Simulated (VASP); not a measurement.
# Al2Au (Fm-3m) in VASP: further runs

Al2Au is run at these levels: PBEsol; tasks: single point, relaxation of cell and atoms.

Everything below comes from runs of VASP 6.6.1. Logs are shortened: lines on timing, memory, paths and dates and some standing lists are left out, and cuts for length are marked.

### 1 The cell of the first run

It takes space group Fm-3m (No. 225, cubic). The conventional cell has a = 5.856 Å, b = 5.856 Å, c = 5.856 Å, α = 90.00°, β = 90.00°, γ = 90.00°. Au (site symmetry m-3m) has 8 Al at 2.54 Å within 3.3 Å. Within 3.3 Å of Al (site symmetry -43m) lie 4 Au at 2.54 Å and 6 Al at 2.93 Å.

### 2 Single point, PBEsol

The input, INCAR:

```
SYSTEM = Al2Au
ALGO = Normal ; EDIFF = 1E-7
ENCUT = 520 ; GGA = PS
ISIF = 2 ; ISMEAR = -1
LASPH = .True. ; LCHARG = .False.
LREAL = .False. ; LWAVE = .False.
NBANDS = 16 ; NELM = 60
PREC = Accurate ; SIGMA = 0.05
```

The input, KPOINTS:

```
k-points
0
Gamma
  8 8 8
  0 0 0
```

The input, POSCAR:

```
Al2Au
1.0
    0.0000000000      2.9279888637      2.9279888637
    2.9279888637      0.0000000000      2.9279888637
    2.9279888637      2.9279888637      0.0000000000
Au Al
1 2
Direct
    0.0000000000      0.0000000000      0.0000000000
    0.7500000000      0.7500000000      0.7500000000
    0.2500000000      0.2500000000      0.2500000000
```

Potentials or basis: VASP PAW PBE potentials, release 64 (Au, Al).

Run with:

```sh
$ cat potpaw_PBE.64/Au/POTCAR potpaw_PBE.64/Al/POTCAR > POTCAR
$ mpirun -np 1 vasp_std > vasp.out
```

OUTCAR:

```text
SYSTEM = Al2Au
   EDIFF = 1E-7
   ENCUT = 520
   GGA = PS
   ISIF = 2
   ISMEAR = -1
   LASPH = .True.
   LREAL = .False.
   NELM = 60
   PREC = Accurate

 ion  position               nearest neighbor table
   1  0.000  0.000  0.000-   2 2.54   2 2.54   2 2.54   2 2.54   3 2.54   3 2.54   3 2.54   3 2.54

   2  0.750  0.750  0.750-   1 2.54   1 2.54   1 2.54   1 2.54   3 2.93   3 2.93   3 2.93   3 2.93
                             3 2.93   3 2.93
   3  0.250  0.250  0.250-   1 2.54   1 2.54   1 2.54   1 2.54   2 2.93   2 2.93   2 2.93   2 2.93
                             2 2.93   2 2.93

  LATTYP: Found a face centered cubic cell.
 ALAT       =     5.8559777274

  Lattice vectors:

 A1 = (   0.0000000000,   2.9279888637,   2.9279888637)
 A2 = (   2.9279888637,   0.0000000000,   2.9279888637)
 A3 = (   2.9279888637,   2.9279888637,   0.0000000000)

Analysis of symmetry for initial positions (statically):
=====================================================================
 Subroutine PRICEL returns:
 Original cell was already a primitive cell.

 Routine SETGRP: Setting up the symmetry group for a
 face centered cubic supercell.

 Subroutine GETGRP returns: Found 48 space group operations
 (whereof 48 operations were pure point group operations)
 out of a pool of 48 trial point group operations.

The static configuration has the point symmetry O_h .

Analysis of symmetry for dynamics (positions and initial velocities):
=====================================================================
 Subroutine PRICEL returns:
 Original cell was already a primitive cell.

 Routine SETGRP: Setting up the symmetry group for a
 face centered cubic supercell.

 Subroutine GETGRP returns: Found 48 space group operations
 (whereof 48 operations were pure point group operations)
 out of a pool of 48 trial point group operations.

The dynamic configuration has the point symmetry O_h .

 Subroutine INISYM returns: Found 48 space group operations
 (whereof 48 operations are pure point group operations),
 and found     1 'primitive' translations

----------------------------------------------------------------------------------------

                                     Primitive cell

  volume of cell :      50.2040

  direct lattice vectors                    reciprocal lattice vectors
     0.000000000  2.927988864  2.927988864    -0.170765677  0.170765677  0.170765677
     2.927988864  0.000000000  2.927988864     0.170765677 -0.170765677  0.170765677
     2.927988864  2.927988864  0.000000000     0.170765677  0.170765677 -0.170765677

  length of vectors
     4.140801562  4.140801562  4.140801562     0.295774828  0.295774828  0.295774828

  position of ions in fractional coordinates (direct lattice)
     0.000000000  0.000000000  0.000000000
     0.750000000  0.750000000  0.750000000
     0.250000000  0.250000000  0.250000000

  ion indices of the primitive-cell ions
   primitive index   ion index
                 1           1
                 2           2
                 3           3

----------------------------------------------------------------------------------------

 KPOINTS: k-points

Automatic generation of k-mesh.
 Grid dimensions read from file:
 generate k-points for:    8    8    8

 Generating k-lattice:

  Cartesian coordinates                     Fractional coordinates (reciprocal lattice)
    -0.021345710  0.021345710  0.021345710     0.125000000  0.000000000  0.000000000
     0.021345710 -0.021345710  0.021345710     0.000000000  0.125000000  0.000000000
     0.021345710  0.021345710 -0.021345710     0.000000000  0.000000000  0.125000000

  Length of vectors
     0.036971854  0.036971854  0.036971854

  Shift w.r.t. Gamma in fractional coordinates (k-lattice)
     0.000000000  0.000000000  0.000000000

 Subroutine IBZKPT returns following result:
 ===========================================

 Found     29 irreducible k-points:

 Following reciprocal coordinates:
            Coordinates               Weight
  0.000000  0.000000  0.000000      1.000000
  0.125000  0.000000  0.000000      8.000000
  0.250000  0.000000  0.000000      8.000000
  0.375000  0.000000  0.000000      8.000000
  0.500000  0.000000  0.000000      4.000000
  0.125000  0.125000  0.000000      6.000000
[... 16 lines left out ...]
  0.500000  0.250000  0.125000     48.000000
 -0.375000  0.250000  0.125000     24.000000
 [... further k-points ...]
   k-points           NKPTS =     29   k-points in BZ     NKDIM =     29   number of bands    NBANDS=     16
   number of dos      NEDOS =    301   number of ions     NIONS =      3
   total plane-waves  NPLWV =  32768
   dimension x,y,z NGX =    32 NGY =   32 NGZ =   32
   dimension x,y,z NGXF=    64 NGYF=   64 NGZF=   64
   ions per type =               1   2
   NGX,Y,Z   is equivalent  to a cutoff of  12.85, 12.85, 12.85 a.u.
   NGXF,Y,Z  is equivalent  to a cutoff of  25.69, 25.69, 25.69 a.u.
 SYSTEM =  Al2Au
[... 114 lines left out ...]
      2       1.7729      2.00000
      3       1.7918      2.00000
      4       1.7918      2.00000
      5       2.7161      2.00000
      6       2.7161      2.00000
[... 8 lines left out ...]
     15      17.6401      0.00000
     16      18.8007      0.00000

 k-point     6 :       0.1250    0.1250    0.0000
  band No.  band energies     occupation
      1      -2.2607      2.00000
      2       1.4204      2.00000
      3       1.6265      2.00000
      4       1.6265      2.00000
      5       2.4851      2.00000
      6       2.6234      2.00000
[... 8 lines left out ...]
     15      14.8656      0.00000
     16      14.8656      0.00000

 k-point     7 :       0.2500    0.1250    0.0000
  band No.  band energies     occupation
      1      -1.7697      2.00000
      2       1.2977      2.00000
      3       1.7406      2.00000
      4       1.7442      2.00000
      5       2.4250      2.00000
      6       2.6686      2.00000
[... 8 lines left out ...]
     15      16.0496      0.00000
     16      16.1525      0.00000

 k-point     8 :       0.3750    0.1250    0.0000
  band No.  band energies     occupation
      1      -0.9625      2.00000
      2       1.2360      2.00000
      3       1.8200      2.00000
      4       1.8430      2.00000
      5       2.5142      2.00000
      6       2.7257      2.00000
[... 8 lines left out ...]
     15      17.4848      0.00000
     16      17.7666      0.00000

 k-point     9 :       0.5000    0.1250    0.0000
  band No.  band energies     occupation
      1      -0.2722      2.00000
      2       1.4451      2.00000
      3       1.8777      2.00000
      4       1.8785      2.00000
      5       2.7275      2.00000
      6       2.7546      2.00000
[... 8 lines left out ...]
     15      17.8390      0.00000
     16      18.8264      0.00000
[... 172 lines left out ...]
 k-point    19 :       0.5000    0.3750    0.0000
  band No.  band energies     occupation
      1       0.6785      2.00000
      2       0.9071      2.00000
      3       1.8132      2.00000
      4       2.3418      2.00000
      5       2.6851      2.00000
      6       2.8552      2.00000
[... 8 lines left out ...]
     15      18.5829      0.00000
     16      19.7339      0.00000

 k-point    20 :      -0.3750    0.3750    0.0000
  band No.  band energies     occupation
      1       0.7413      2.00000
      2       1.4093      2.00000
      3       1.5303      2.00000
      4       2.3081      2.00000
      5       2.6508      2.00000
      6       2.6890      2.00000
[... 8 lines left out ...]
     15      17.8056      0.00000
     16      19.5577      0.00000

 k-point    21 :       0.5000    0.5000    0.0000
  band No.  band energies     occupation
      1       0.8206      2.00000
      2       0.9858      2.00000
      3       2.0855      2.00000
      4       2.4318      2.00000
      5       2.4318      2.00000
      6       2.9286      2.00000
[... 8 lines left out ...]
     15      19.2018      0.00000
     16      19.2019      0.00000

 k-point    22 :       0.3750    0.2500    0.1250
  band No.  band energies     occupation
      1      -1.1634      2.00000
      2       1.1767      2.00000
      3       1.8258      2.00000
      4       1.8991      2.00000
      5       2.3855      2.00000
      6       2.7384      2.00000
[... 8 lines left out ...]
     15      16.2537      0.00000
     16      17.6263      0.00000

 k-point    23 :       0.5000    0.2500    0.1250
  band No.  band energies     occupation
      1      -0.3173      2.00000
      2       1.1551      2.00000
      3       1.8284      2.00000
      4       2.0259      2.00000
      5       2.5445      2.00000
      6       2.7341      2.00000
[... 8 lines left out ...]
     15      17.4443      0.00000
     16      18.3725      0.00000

 k-point    24 :      -0.3750    0.2500    0.1250
  band No.  band energies     occupation
      1       0.1504      2.00000
      2       1.3130      2.00000
      3       1.8863      2.00000
      4       2.0543      2.00000
      5       2.5113      2.00000
      6       2.7969      2.00000
[... 8 lines left out ...]
     15      16.7496      0.00000
     16      19.0775      0.00000

 [... further k-points ...]
[... 5 lines left out ...]
  --------------------------------------------------------------------------------------
  -------------------------------------------------------------------------------------
  Total        3.0776393      3.0776393      3.0776393      0.0000000      0.0000000     -0.0000000
  in kB       98.2177635     98.2177635     98.2177635      0.0000000      0.0000000     -0.0000000
  external PRESSURE =      98.2177635 kB  Pullay stress =       0.0000000 kB

 VOLUME and BASIS-vectors are now :
 -----------------------------------------------------------------------------
  energy-cutoff  :      520.00
  volume of cell :       50.20
      direct lattice vectors                 reciprocal lattice vectors
     0.000000000  2.927988864  2.927988864    -0.170765677  0.170765677  0.170765677
     2.927988864  0.000000000  2.927988864     0.170765677 -0.170765677  0.170765677
     2.927988864  2.927988864  0.000000000     0.170765677  0.170765677 -0.170765677

 POSITION                                       TOTAL-FORCE (eV/Angst)
 -----------------------------------------------------------------------------------
      0.00000      0.00000      0.00000        -0.000000     -0.000000      0.000000
      4.39198      4.39198      4.39198        -0.000000     -0.000000      0.000000
      1.46399      1.46399      1.46399         0.000000      0.000000     -0.000000
 -----------------------------------------------------------------------------------
    total drift:                                0.000000     -0.000000      0.000000

  FREE ENERGIE OF THE ION-ELECTRON SYSTEM (eV)
  ---------------------------------------------------
  free  energy   TOTEN  =       -13.3797691613 eV

  energy  without entropy=      -13.3739684571  energy(sigma->0) =      -13.37686881
```

Wall time 22 s (1 thread of Intel Xeon Platinum 8488C (Sapphire Rapids), shared host); peak memory 0.18 GiB.

Results:

- Free energy: -13.3798 eV
- Pressure: 9.8 GPa

Caveat: the PAW data sets were made with another functional, which shifts forces and pressure a little; spin-orbit coupling is left out, which moves the levels of the heavy elements.

### 3 Single point, PBEsol

This run uses another cell than the first one, of 17.31 Å³/atom, 1.034 times its volume.

The input, INCAR:

```
SYSTEM = Al2Au
PREC = Accurate ; ENCUT = 520
EDIFF = 1E-7 ; ISMEAR = -1
SIGMA = 0.05 ; LREAL = .False.
LASPH = .True. ; NELM = 80
ALGO = Normal ; ISIF = 2
LWAVE = .False. ; LCHARG = .False.
GGA = PS ; NBANDS = 16
```

The input, KPOINTS:

```
regular mesh
0
Gamma
  8 8 8
  0 0 0
```

The input, POSCAR:

```
Al2Au
1.0
    0.0000000000      2.9609320135      2.9609320135
    2.9609320135      0.0000000000      2.9609320135
    2.9609320135      2.9609320135      0.0000000000
Au Al
1 2
Direct
    0.0000000000      0.0000000000      0.0000000000
    0.7500000000      0.7500000000      0.7500000000
    0.2500000000      0.2500000000      0.2500000000
```

Potentials or basis: VASP PAW PBE potentials, release 64 (Au, Al).

Run with:

```sh
$ cat potpaw_PBE.64/Au/POTCAR potpaw_PBE.64/Al/POTCAR > POTCAR
$ mpirun -np 1 vasp_std > vasp.out
```

Run time: 24 s. Hardware: 1 thread of Intel Xeon Platinum 8488C (Sapphire Rapids), shared host; peak memory 0.18 GiB.

Results (log left out):

* Free energy: -13.4576 eV
* Pressure: 4.8 GPa

Levels at points of the mesh, in eV from the Fermi level:
```
           k point  band 5  band 6  band 7  band 8  band 9  band 10  band 11  band 12  band 13  band 14
(0.00, 0.00, 0.00)   -5.84   -5.84    2.54    2.92    2.92     2.92     4.09     4.09     4.09     5.83
(0.50, 0.00, 0.00)   -5.71   -5.71   -5.64    0.32    0.32     3.31     3.90     3.93     3.93     8.95
(0.50, 0.50, 0.00)   -5.99   -5.51   -5.19   -2.23   -2.23     1.50     2.04     7.66    10.15    10.15
```

Caveat: the PAW data sets were made with another functional, which shifts forces and pressure a little; spin-orbit coupling is left out, which moves the levels of the heavy elements.

### 4 Relaxation of cell and atoms, PBEsol

This run uses another cell than the first one, of 18.00 Å³/atom, 1.076 times its volume.

The input, INCAR:

```
  ALGO = Normal
  EDIFF = 1E-7
  EDIFFG = -0.005
  ENCUT = 600
  GGA = PS
  IBRION = 2
  ISIF = 3
  ISMEAR = -1
  LASPH = True
  LCHARG = False
  LREAL = False
  LWAVE = False
  NELM = 100
  NSW = 80
  PREC = Accurate
  SIGMA = 0.05
```

The input, KPOINTS:

```
k-points
0
Gamma
  8 8 8
```

The input, POSCAR:

```
Al2Au
1.0
    0.0000000000      3.0000000000      3.0000000000
    3.0000000000      0.0000000000      3.0000000000
    3.0000000000      3.0000000000      0.0000000000
Au Al
1 2
Direct
    0.0000000000      0.0000000000      0.0000000000
    0.7500000000      0.7500000000      0.7500000000
    0.2500000000      0.2500000000      0.2500000000
```

Run with:

```sh
$ cat potpaw_PBE.64/Au/POTCAR potpaw_PBE.64/Al/POTCAR > POTCAR
$ mpirun -np 1 vasp_std > vasp.out
```

Wall time 50 s (1 thread of Intel Xeon Platinum 8488C (Sapphire Rapids), shared host); peak memory 0.21 GiB.

The run converged. Its results:

| Property | Result |
| --- | --- |
| Free energy | -13.4872 eV |
| Relaxed volume | 17.98 Å³/atom |
| Relaxed cell | a = 4.241 Å, b = 4.241 Å, c = 4.241 Å, α = 60.00°, β = 60.00°, γ = 60.00° |
| Space group after relaxing (to 0.05 Å) | Fm-3m (No. 225) |
| Energy gained by relaxing | 0.0 meV/atom |
| Ionic steps | 3 |
| Pressure after relaxing | 0.0 GPa |

Final structure:
```
Au Al
1.0
     0.00000    2.99910    2.99910
     2.99910    0.00000    2.99910
     2.99910    2.99910    0.00000
Au Al
1 2
Cartesian
  0.0000 0.0000 0.0000
  4.4986 4.4986 4.4986
  1.4995 1.4995 1.4995
```

Levels at points of the mesh, in eV from the Fermi level:
```csv
k point,band 6,band 7,band 8,band 9,band 10,band 11,band 12
"(0.00, 0.00, 0.00)",-5.65,2.28,2.92,2.92,2.92,3.93,3.93
"(0.50, 0.00, 0.00)",-5.53,-5.47,0.36,0.36,3.26,3.60,3.82
"(0.50, 0.50, 0.00)",-5.35,-5.05,-2.12,-2.12,1.29,2.03,7.66
```

Caveat: the PAW data sets were made with another functional, which shifts forces and pressure a little; spin-orbit coupling is left out, which moves the levels of the heavy elements.

### 5 Relaxation of cell and atoms, PBEsol, target pressure 5 GPa, at which the enthalpy is minimised

This run uses another cell than the first one, of 18.00 Å³/atom, 1.076 times its volume.

The input, INCAR:

```
PREC = Accurate
ENCUT = 600
EDIFF = 1E-7
ISMEAR = -1
SIGMA = 0.05
LREAL = False
LASPH = True
NELM = 100
ALGO = Normal
ISIF = 3
LWAVE = False
LCHARG = False
GGA = PS
IBRION = 2
NSW = 80
EDIFFG = -0.005
PSTRESS = 50.0
```

The input, KPOINTS:

```
regular mesh
0
Gamma
  8 8 8
```

POSCAR is that of step 4.

Run with:

```sh
$ cat potpaw_PBE.64/Au/POTCAR potpaw_PBE.64/Al/POTCAR > POTCAR
$ mpirun -np 1 vasp_std > vasp.out
```

Wall time 96 s (1 thread of Intel Xeon Platinum 8488C (Sapphire Rapids), shared host); peak memory 0.22 GiB.

It converged, with:

```
Free energy                                            : -13.4558 eV
Relaxed volume                                         : 17.29 Å³/atom
Relaxed cell                                           : a = 4.186 Å, b = 4.186 Å, c = 4.186 Å, α = 60.00°, β = 60.00°, γ = 60.00°
Space group after relaxing (to 0.05 Å)                 : Fm-3m (No. 225)
Energy change on relaxing (the enthalpy is what falls) : +10.5 meV/atom
Ionic steps                                            : 6
Pressure after relaxing                                : 5.0 GPa
```

The path:
| step | energy change (eV) | largest force (eV/Å) | pressure (GPa) | volume (Å³) |
| --- | --- | --- | --- | --- |
| 1 | 0.0000 | 0.0000 | -0.08 | 54.00 |
| 2 | 0.1436 | 0.0000 | 11.62 | 49.66 |
| 3 | 0.0309 | 0.0000 | 4.95 | 51.88 |
| 4 | 0.0322 | 0.0000 | 5.08 | 51.83 |
| 5 | 0.0305 | 0.0000 | 4.92 | 51.89 |
| 6 | 0.0314 | 0.0000 | 5.01 | 51.86 |

Final structure:
```
Au Al
1.0
     0.00000    2.95984    2.95984
     2.95984    0.00000    2.95984
     2.95984    2.95984    0.00000
Au Al
1 2
Direct
  0.00000 0.00000 0.00000
  0.75000 0.75000 0.75000
  0.25000 0.25000 0.25000
```

Levels at points of the mesh, in eV from the Fermi level:
| k point | band 6 | band 7 | band 8 | band 9 | band 10 | band 11 | band 12 |
| --- | --- | --- | --- | --- | --- | --- | --- |
| (0.00, 0.00, 0.00) | -5.85 | 2.55 | 2.92 | 2.92 | 2.92 | 4.10 | 4.10 |
| (0.50, 0.00, 0.00) | -5.72 | -5.64 | 0.32 | 0.32 | 3.31 | 3.93 | 3.93 |
| (0.50, 0.50, 0.00) | -5.52 | -5.20 | -2.23 | -2.23 | 1.51 | 2.04 | 7.66 |

Caveat: the cell is relaxed towards a set pressure, so the enthalpy falls and the energy may rise; the PAW data sets were made with another functional, which shifts forces and pressure a little; spin-orbit coupling is left out, which moves the levels of the heavy elements.

### 6 Overview

| task | cell | cutoff (eV) | gap on the mesh (eV) | pressure (GPa) |
| --- | --- | --- | --- | --- |
| single point | a = 4.141 Å, angles 60.0°, 3 atoms | 520 | none | 9.8 |
| single point | a = 4.187 Å, angles 60.0°, 3 atoms | 520 | none | 4.8 |
| relaxation of cell and atoms | relaxed from a = 4.243 Å, angles 60.0°, 3 atoms | 600 | none | 0.0 |
| relaxation of cell and atoms | relaxed to 5 GPa from a = 4.243 Å, angles 60.0°, 3 atoms | 600 | none | 5.0 |

Alike in all rows: level PBEsol; potentials or basis VASP PAW PBE potentials, release 64 (Au, Al); no spin polarisation; k mesh 8 × 8 × 8; smearing fermi-dirac 0.05 eV.

Caveats: the PAW data sets were made with another functional, which shifts forces and pressure a little; spin-orbit coupling is left out, which moves the levels of the heavy elements; the cell is relaxed towards a set pressure, so the enthalpy falls and the energy may rise (some runs).

Total energies depend on the potentials used, so only differences within one code and one set of settings carry meaning.
